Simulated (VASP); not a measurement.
Here is a VASP 6.6.1 calculation.

Contents of INCAR:

```
PREC = Accurate
ENCUT = 520
EDIFF = 1E-6
ISMEAR = 0
SIGMA = 0.01
LREAL = False
LASPH = True
NELM = 100
ALGO = Normal
ISIF = 2
LWAVE = False
LCHARG = False
NBANDS = 16
```

KPOINTS

```
regular mesh
0
Gamma
  10 10 10
```

Contents of POSCAR:

```
GaN
1.0
    0.0000000000      2.1803732750      2.1803732750
    2.1803732750      0.0000000000      2.1803732750
    2.1803732750      2.1803732750      0.0000000000
Ga N
1 1
Direct
    0.0000000000      0.0000000000      0.0000000000
    0.2500000000      0.2500000000      0.2500000000
```

Potentials or basis: VASP PAW LDA potentials, release 64 (Ga_d, N).

Launch:

```bash
$ cat potpaw_LDA.64/Ga_d/POTCAR potpaw_LDA.64/N/POTCAR > POTCAR
$ mpirun -np 1 vasp_std > vasp.out
```

Estimate the band gap on the k mesh.

2.39 eV, direct.

What does it give for the pressure?

16.4 GPa.

A hybrid or GW would open this gap; LDA tends to underestimate it.
